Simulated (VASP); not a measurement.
# AgS (Fm-3m) in VASP: notebook

The runs below take AgS through single point, relaxation of cell and atoms, with PBE.

Everything below comes from runs of VASP 6.6.1. Logs are shortened: lines on timing, memory, paths and dates and some standing lists are left out, and cuts for length are marked.

## 1. The cell of the first run

Symmetry: Fm-3m, No. 225, cubic system. The conventional cell has a = 5.298 Å, b = 5.298 Å, c = 5.298 Å, α = 90.00°, β = 90.00°, γ = 90.00°. Ag (site symmetry m-3m) has 6 S at 2.65 Å within 3.5 Å. Within 3.5 Å of S (site symmetry m-3m) lie 6 Ag at 2.65 Å.

## 2. Single point, PBE, collinear spin, ferromagnetic start

The input, INCAR:

```
PREC = Accurate
ENCUT = 520
EDIFF = 1E-6
ISMEAR = 0
SIGMA = 0.1
LREAL = False
LASPH = True
NELM = 150
ALGO = Normal
ISIF = 2
LWAVE = False
LCHARG = False
ISPIN = 2
MAGMOM = 1 0
LORBIT = 11
LMAXMIX = 4
GGA = PE
NBANDS = 20
```

The input, KPOINTS:

```
Automatic mesh
0
Gamma
  6 6 6
```

The input, POSCAR:

```
AgS
1.0
    0.0000000000      2.6488772113      2.6488772113
    2.6488772113      0.0000000000      2.6488772113
    2.6488772113      2.6488772113      0.0000000000
Ag S
1 1
Direct
    0.0000000000      0.0000000000      0.0000000000
    0.5000000000      0.5000000000      0.5000000000
```

Potentials or basis: VASP PAW PBE potentials, release 64 (Ag, S).

Command:

```console
$ cat potpaw_PBE.64/Ag/POTCAR potpaw_PBE.64/S/POTCAR > POTCAR
$ mpirun -np 1 vasp_std > vasp.out
```

OUTCAR:

```text
PREC = Accurate
   ENCUT = 520
   EDIFF = 1E-6
   ISMEAR = 0
   LREAL = False
   LASPH = True
   NELM = 150
   ISIF = 2
   ISPIN = 2
   LORBIT = 11
   GGA = PE

 ion  position               nearest neighbor table
   1  0.000  0.000  0.000-   2 2.65   2 2.65   2 2.65   2 2.65   2 2.65   2 2.65
   2  0.500  0.500  0.500-   1 2.65   1 2.65   1 2.65   1 2.65   1 2.65   1 2.65

  LATTYP: Found a face centered cubic cell.
 ALAT       =     5.2977544226

  Lattice vectors:

 A1 = (   0.0000000000,   2.6488772113,   2.6488772113)
 A2 = (   2.6488772113,   0.0000000000,   2.6488772113)
 A3 = (   2.6488772113,   2.6488772113,   0.0000000000)

Analysis of symmetry for initial positions (statically):
=====================================================================
 Subroutine PRICEL returns:
 Original cell was already a primitive cell.

 Routine SETGRP: Setting up the symmetry group for a
 face centered cubic supercell.

 Subroutine GETGRP returns: Found 48 space group operations
 (whereof 48 operations were pure point group operations)
 out of a pool of 48 trial point group operations.

The static configuration has the point symmetry O_h .

Analysis of symmetry for dynamics (positions and initial velocities):
=====================================================================
 Subroutine PRICEL returns:
 Original cell was already a primitive cell.

 Routine SETGRP: Setting up the symmetry group for a
 face centered cubic supercell.

 Subroutine GETGRP returns: Found 48 space group operations
 (whereof 48 operations were pure point group operations)
 out of a pool of 48 trial point group operations.

The dynamic configuration has the point symmetry O_h .

Analysis of structural, dynamic, and magnetic symmetry:
=====================================================================
 Subroutine PRICEL returns:
 Original cell was already a primitive cell.

 Routine SETGRP: Setting up the symmetry group for a
 face centered cubic supercell.

 Subroutine GETGRP returns: Found 48 space group operations
 (whereof 48 operations were pure point group operations)
 out of a pool of 48 trial point group operations.

The overall configuration has the point symmetry O_h .

 Subroutine INISYM returns: Found 48 space group operations
 (whereof 48 operations are pure point group operations),
 and found     1 'primitive' translations

----------------------------------------------------------------------------------------

                                     Primitive cell

  volume of cell :      37.1720

  direct lattice vectors                    reciprocal lattice vectors
     0.000000000  2.648877211  2.648877211    -0.188759221  0.188759221  0.188759221
     2.648877211  0.000000000  2.648877211     0.188759221 -0.188759221  0.188759221
     2.648877211  2.648877211  0.000000000     0.188759221  0.188759221 -0.188759221

  length of vectors
     3.746078077  3.746078077  3.746078077     0.326940562  0.326940562  0.326940562

  position of ions in fractional coordinates (direct lattice)
     0.000000000  0.000000000  0.000000000
     0.500000000  0.500000000  0.500000000

  ion indices of the primitive-cell ions
   primitive index   ion index
                 1           1
                 2           2

----------------------------------------------------------------------------------------

 KPOINTS: Automatic mesh

Automatic generation of k-mesh.
 Grid dimensions read from file:
 generate k-points for:    6    6    6

 Generating k-lattice:

  Cartesian coordinates                     Fractional coordinates (reciprocal lattice)
    -0.031459870  0.031459870  0.031459870     0.166666667  0.000000000  0.000000000
     0.031459870 -0.031459870  0.031459870     0.000000000  0.166666667  0.000000000
     0.031459870  0.031459870 -0.031459870     0.000000000  0.000000000  0.166666667

  Length of vectors
     0.054490094  0.054490094  0.054490094

  Shift w.r.t. Gamma in fractional coordinates (k-lattice)
     0.000000000  0.000000000  0.000000000

 Subroutine IBZKPT returns following result:
 ===========================================

 Found     16 irreducible k-points:

 Following reciprocal coordinates:
            Coordinates               Weight
  0.000000  0.000000  0.000000      1.000000
  0.166667  0.000000  0.000000      8.000000
  0.333333  0.000000  0.000000      8.000000
  0.500000  0.000000  0.000000      4.000000
  0.166667  0.166667  0.000000      6.000000
  0.333333  0.166667  0.000000     24.000000
[... 8 lines left out ...]
 -0.333333  0.333333  0.166667     24.000000
 -0.333333  0.500000  0.166667     12.000000
   k-points           NKPTS =     16   k-points in BZ     NKDIM =     16   number of bands    NBANDS=     20
   number of dos      NEDOS =    301   number of ions     NIONS =      2
   total plane-waves  NPLWV =  21952
   dimension x,y,z NGX =    28 NGY =   28 NGZ =   28
   dimension x,y,z NGXF=    56 NGYF=   56 NGZF=   56
   ions per type =               1   1
   NGX,Y,Z   is equivalent  to a cutoff of  12.43, 12.43, 12.43 a.u.
   NGXF,Y,Z  is equivalent  to a cutoff of  24.85, 24.85, 24.85 a.u.
 SYSTEM =  unknown system
   PREC   = accura    normal or accurate (medium, high low for compatibility)
   ISTART =      0    job   : 0-new  1-cont  2-samecut
   ICHARG =      2    charge: 1-file 2-atom 10-const
   ISPIN  =      2    spin polarized calculation?
   LNONCOLLINEAR =      F non collinear calculations
   LSORBIT =      F    spin-orbit coupling
   LASPH  =      T    aspherical Exc in radial PAW
   ENCUT  =  520.0 eV  38.22 Ry    6.18 a.u.   6.97  6.97  6.97*2*pi/ulx,y,z
   NELM   =    150;   NELMIN=  2; NELMDL= -5     # of ELM steps
   EDIFF  = 0.1E-05   stopping-criterion for ELM
   LREAL  =      F    real-space projection
   EDIFFG = 0.1E-04   stopping-criterion for IOM
   NSW    =      0    number of steps for IOM
   IBRION =     -1    ionic relax: 0-MD 1-quasi-New 2-CG
   NFREE  =      0    steps in history (QN), initial steepest desc. (CG)
   ISIF   =      2    stress and relaxation
   ISYM   =      2    0-nonsym 1-usesym 2-fastsym
   POTIM  = 0.5000    time-step for ionic-motion
   TEBEG  =    0.0;   TEEND  =   0.0 temperature during run
   PSTRESS=    0.0 pullay stress
   NELECT =      17.0000    total number of electrons
   NUPDOWN=      -1.0000    fix difference up-down
   EMIN   =  10.00;   EMAX   =-10.00  energy-range for DOS
   EFERMI =   0.00;   METHOD = LEGACY
   ISMEAR =     0;   SIGMA  =   0.10  broadening in eV -4-tet -1-fermi 0-gaus
   EFERMI_NEDOS =   21; number of points for ismear=-14 and -15
   IALGO  =     38    algorithm
   IMIX   =      4    mixing-type and parameters
     AMIX     =   0.40;   BMIX     =  1.00
     AMIX_MAG =   1.60;   BMIX_MAG =  1.00
  volume/ion in A,a.u.               =      18.59       125.42
  Fermi-wavevector in a.u.,A,eV,Ry     =   1.261303  2.383516 21.645296  1.590884
  Thomas-Fermi vector in A             =   2.394769
   LORBIT       =     11    0 simple, 1 ext, 2 COOP (PROOUT), +10 PAW based schemes
   GGA     = PE    functional components
   LHFCALC =     F    Hartree Fock is set to
   AEXX    =    0.0000 exact exchange contribution
   IVDW    =     0    specifies the selected vdW correction
   LEPSILON=     F    determine dielectric tensor
   LRPA    =     F    only Hartree local field effects (RPA)
 spin polarized calculation
 Gauss-broadening in eV      SIGMA  =   0.10
  energy-cutoff  :      520.00
  volume of cell :       37.17
 maximum number of plane-waves:      1018
   NGX = 13   NGY = 13   NGZ = 13

 number of electron      16.9999998 magnetization       0.0003468

 Free energy of the ion-electron system (eV)
  ---------------------------------------------------
  ext. energy  EPLUGINS =         0.00000000
  ---------------------------------------------------
  free energy    TOTEN  =        -6.64504905 eV

  energy without entropy =       -6.62655909  energy(sigma->0) =       -6.63580407

 E-fermi :   5.8779     XC(G=0): -10.8666

 val. band max:        5.8500771037   @ k =   0.5000   0.1667   0.0000
 cond. band min:       6.1256994311   @ k =   0.5000   0.1667   0.0000
 fundamental gap:      0.2756223275
 Fermi energy:         5.8779104022

 spin component 1

 k-point     1 :       0.0000    0.0000    0.0000
  band No.  band energies     occupation
      1      -7.4363      1.00000
      2       1.9772      1.00000
      3       1.9772      1.00000
      4       2.0080      1.00000
      5       2.0080      1.00000
      6       2.0080      1.00000
[... 12 lines left out ...]
     19      19.8167      0.00000
     20      27.0657      0.00000

 k-point     2 :       0.1667    0.0000    0.0000
  band No.  band energies     occupation
      1      -7.1895      1.00000
      2       1.6069      1.00000
      3       1.6069      1.00000
      4       1.7288      1.00000
      5       2.1179      1.00000
      6       2.1179      1.00000
[... 12 lines left out ...]
     19      23.3023      0.00000
     20      28.4100      0.00000

 k-point     3 :       0.3333    0.0000    0.0000
  band No.  band energies     occupation
      1      -6.6057      1.00000
      2       0.5999      1.00000
      3       1.0641      1.00000
      4       1.0641      1.00000
      5       2.3575      1.00000
      6       2.3575      1.00000
[... 12 lines left out ...]
     19      26.7413      0.00000
     20      26.7413      0.00000

 k-point     4 :       0.5000    0.0000    0.0000
  band No.  band energies     occupation
      1      -6.2438      1.00000
      2      -0.1199      1.00000
      3       0.8467      1.00000
      4       0.8467      1.00000
      5       2.4844      1.00000
      6       2.4844      1.00000
[... 242 lines left out ...]
     19      25.5139      0.00000
     20      26.8663      0.00000

 k-point    15 :      -0.3333    0.3333    0.1667
  band No.  band energies     occupation
      1      -6.2050      1.00000
      2       0.7052      1.00000
      3       1.1855      1.00000
      4       1.2272      1.00000
      5       2.5288      1.00000
      6       2.5356      1.00000
[... 12 lines left out ...]
     19      25.9854      0.00000
     20      28.0573      0.00000

 k-point    16 :      -0.3333    0.5000    0.1667
  band No.  band energies     occupation
      1      -6.2260      1.00000
      2       1.2585      1.00000
      3       1.3734      1.00000
      4       1.4439      1.00000
      5       2.6354      1.00000
      6       2.9563      1.00000
[... 12 lines left out ...]
     19      27.5132      0.00000
     20      27.5701      0.00000
 Fermi energy:         5.8779104022

 spin component 2

 k-point     1 :       0.0000    0.0000    0.0000
  band No.  band energies     occupation
      1      -7.4361      1.00000
      2       1.9773      1.00000
      3       1.9773      1.00000
      4       2.0081      1.00000
      5       2.0081      1.00000
      6       2.0081      1.00000
[... 12 lines left out ...]
     19      19.8167      0.00000
     20      27.0658      0.00000

 k-point     2 :       0.1667    0.0000    0.0000
  band No.  band energies     occupation
      1      -7.1893      1.00000
      2       1.6071      1.00000
      3       1.6071      1.00000
      4       1.7288      1.00000
      5       2.1180      1.00000
      6       2.1180      1.00000
[... 12 lines left out ...]
     19      23.3024      0.00000
     20      28.4101      0.00000

 k-point     3 :       0.3333    0.0000    0.0000
  band No.  band energies     occupation
      1      -6.6055      1.00000
      2       0.6001      1.00000
      3       1.0643      1.00000
      4       1.0643      1.00000
      5       2.3576      1.00000
      6       2.3576      1.00000
[... 12 lines left out ...]
     19      26.7414      0.00000
     20      26.7414      0.00000

 k-point     4 :       0.5000    0.0000    0.0000
  band No.  band energies     occupation
      1      -6.2436      1.00000
      2      -0.1198      1.00000
      3       0.8468      1.00000
      4       0.8468      1.00000
      5       2.4845      1.00000
      6       2.4845      1.00000
[... 245 lines left out ...]
 k-point    15 :      -0.3333    0.3333    0.1667
  band No.  band energies     occupation
      1      -6.2048      1.00000
      2       0.7053      1.00000
      3       1.1856      1.00000
      4       1.2273      1.00000
      5       2.5289      1.00000
      6       2.5357      1.00000
[... 12 lines left out ...]
     19      25.9855      0.00000
     20      28.0574      0.00000

 k-point    16 :      -0.3333    0.5000    0.1667
  band No.  band energies     occupation
      1      -6.2258      1.00000
      2       1.2586      1.00000
      3       1.3736      1.00000
      4       1.4440      1.00000
      5       2.6354      1.00000
      6       2.9564      1.00000
[... 12 lines left out ...]
     19      27.5134      0.00000
     20      27.5702      0.00000

------------------------ aborting loop because EDIFF is reached ----------------------------------------

  FORCE on cell =-STRESS in cart. coord.  units (eV):
  Direction    XX          YY          ZZ          XY          YZ          ZX
  --------------------------------------------------------------------------------------
  -------------------------------------------------------------------------------------
  Total       -0.1138570     -0.1138570     -0.1138570      0.0000000      0.0000000     -0.0000000
  in kB       -4.9074361     -4.9074361     -4.9074361      0.0000000      0.0000000     -0.0000000
  external PRESSURE =      -4.9074361 kB  Pullay stress =       0.0000000 kB

 VOLUME and BASIS-vectors are now :
 -----------------------------------------------------------------------------
  energy-cutoff  :      520.00
  volume of cell :       37.17
      direct lattice vectors                 reciprocal lattice vectors
     0.000000000  2.648877211  2.648877211    -0.188759221  0.188759221  0.188759221
     2.648877211  0.000000000  2.648877211     0.188759221 -0.188759221  0.188759221
     2.648877211  2.648877211  0.000000000     0.188759221  0.188759221 -0.188759221

 POSITION                                       TOTAL-FORCE (eV/Angst)
 -----------------------------------------------------------------------------------
      0.00000      0.00000      0.00000        -0.000000     -0.000000     -0.000000
      2.64888      2.64888      2.64888         0.000000      0.000000      0.000000
 -----------------------------------------------------------------------------------
    total drift:                                0.000000      0.000000      0.000000

  FREE ENERGIE OF THE ION-ELECTRON SYSTEM (eV)
  ---------------------------------------------------
  free  energy   TOTEN  =        -6.6450490534 eV

  energy  without entropy=       -6.6265590908  energy(sigma->0) =       -6.63580407

 total charge

# of ion       s       p       d       tot
------------------------------------------
    1        0.339   0.274   9.138   9.751
    2        1.366   2.252   0.000   3.618
--------------------------------------------------
tot          1.705   2.526   9.138  13.369

 magnetization (x)

# of ion       s       p       d       tot
------------------------------------------
    1        0.000   0.000   0.000   0.000
    2        0.000   0.000   0.000   0.000
--------------------------------------------------
tot          0.000   0.000   0.000   0.000
```

Wall time 22 s (1 thread of Intel Xeon Platinum 8488C (Sapphire Rapids), shared host); peak memory 0.17 GiB.

What came out:

```yaml
Free_energy: -6.6450 eV
Pressure: -0.5 GPa
Net_moment: 0.00 μB per cell
Valence_electrons_inside_the_program's_atomic_spheres: Ag 9.75; S 3.62
```

## 3. Relaxation of cell and atoms, PBE

This run uses another cell than the first one, of 24.67 Å³/atom, 1.327 times its volume.

The input, INCAR:

```
SYSTEM = AgS
PREC = Accurate
ENCUT = 600
EDIFF = 1E-7
ISMEAR = 0
SIGMA = 0.1
LREAL = .FALSE.
LASPH = .TRUE.
NELM = 100
ALGO = Normal
ISIF = 3
LWAVE = .FALSE.
LCHARG = .FALSE.
GGA = PE
IBRION = 2
NSW = 90
EDIFFG = -0.04
```

The input, KPOINTS:

```
regular mesh
0
G
  6 6 6
  0 0 0
```

The input, POSCAR:

```
AgS
1.0
    0.0000000000      2.9110925800      2.9110925800
    2.9110925800      0.0000000000      2.9110925800
    2.9110925800      2.9110925800      0.0000000000
Ag S
1 1
Direct
    0.0000000000      0.0000000000      0.0000000000
    0.5000000000      0.5000000000      0.5000000000
```

Potentials or basis: VASP PAW PBE potentials, release 64 (Ag, S).

Command:

```console
$ cat potpaw_PBE.64/Ag/POTCAR potpaw_PBE.64/S/POTCAR > POTCAR
$ mpirun -np 1 vasp_std > vasp.out
```

OUTCAR:

```text
SYSTEM = AgS
   PREC = Accurate
   ENCUT = 600
   EDIFF = 1E-7
   ISMEAR = 0
   LREAL = .FALSE.
   LASPH = .TRUE.
   NELM = 100
   ISIF = 3
   GGA = PE
   IBRION = 2
   NSW = 90
   EDIFFG = -0.04

 ion  position               nearest neighbor table
   1  0.000  0.000  0.000-   2 2.91   2 2.91   2 2.91   2 2.91   2 2.91   2 2.91
   2  0.500  0.500  0.500-   1 2.91   1 2.91   1 2.91   1 2.91   1 2.91   1 2.91

  LATTYP: Found a face centered cubic cell.
 ALAT       =     5.8221851600

  Lattice vectors:

 A1 = (   0.0000000000,   2.9110925800,   2.9110925800)
 A2 = (   2.9110925800,   0.0000000000,   2.9110925800)
 A3 = (   2.9110925800,   2.9110925800,   0.0000000000)

Analysis of symmetry for initial positions (statically):
=====================================================================
 Subroutine PRICEL returns:
 Original cell was already a primitive cell.
[... 178 lines left out ...]
      5      -0.2920      2.00000
      6      -0.2920      2.00000
      7       2.1585      2.00000
      8       2.1585      2.00000
      9       2.1585      2.00000
     10       4.1368      0.00000
     11      12.7015      0.00000
     12      12.7015      0.00000
[... 294 lines left out ...]
--------------------------------------- Ionic step        3  -------------------------------------------

 number of electron      17.0000000 magnetization

 Free energy of the ion-electron system (eV)
  ---------------------------------------------------
  ext. energy  EPLUGINS =         0.00000000
  ---------------------------------------------------
  free energy    TOTEN  =        -6.64635582 eV

  energy without entropy =       -6.62789065  energy(sigma->0) =       -6.63712323

 E-fermi :   5.9339     XC(G=0): -10.8882

 val. band max:        5.9064999669   @ k =   0.5000   0.1667   0.0000
 cond. band min:       6.1820858922   @ k =   0.5000   0.1667   0.0000
 fundamental gap:      0.2755859253
 Fermi energy:         5.9339054340

 k-point     1 :       0.0000    0.0000    0.0000
  band No.  band energies     occupation
      1      -7.4099      2.00000
      2       2.0142      2.00000
      3       2.0142      2.00000
      4       2.0449      2.00000
      5       2.0449      2.00000
      6       2.0449      2.00000
      7       5.0398      2.00000
      8       5.0398      2.00000
      9       5.0398      2.00000
     10       8.4955      0.00000
     11      16.3344      0.00000
     12      16.3344      0.00000
[... 252 lines left out ...]
  FREE ENERGIE OF THE ION-ELECTRON SYSTEM (eV)
  ---------------------------------------------------
  free  energy   TOTEN  =        -6.6463558217 eV

  energy  without entropy=       -6.6278906478  energy(sigma->0) =       -6.63712323

 reached required accuracy - stopping structural energy minimisation
```

Wall time 28 s (1 thread of Intel Xeon Platinum 8488C (Sapphire Rapids), shared host); peak memory 0.21 GiB.

What came out:

```yaml
Free_energy: -6.6464 eV
Relaxed_volume: 18.51 Å³/atom
Relaxed_cell: a = 3.741 Å, b = 3.741 Å, c = 3.741 Å, α = 60.00°, β = 60.00°, γ = 60.00°
Space_group_after_relaxing_to_0.05_Å: Fm-3m (No. 225)
Energy_gained_by_relaxing: 291.8 meV/atom
Ionic_steps: 3
Pressure_after_relaxing: -0.1 GPa
```

Step by step:
```
step  energy change (eV)  largest force (eV/Å)  pressure (GPa)  volume (Å³)
   1              0.0000                0.0000          -11.17        49.34
   2             -0.5761                0.0000           -2.17        38.05
   3             -0.5836                0.0000           -0.10        37.02
```

Final structure:
```xyz
2
Lattice="0.0000 2.6452 2.6452 2.6452 0.0000 2.6452 2.6452 2.6452 0.0000" Properties=species:S:1:pos:R:3 pbc="T T T"
Ag    0.0000    0.0000    0.0000
S     2.6452    2.6452    2.6452
```

Caveat: the volume moved by over 15 % at a fixed basis, so the end points are rough.
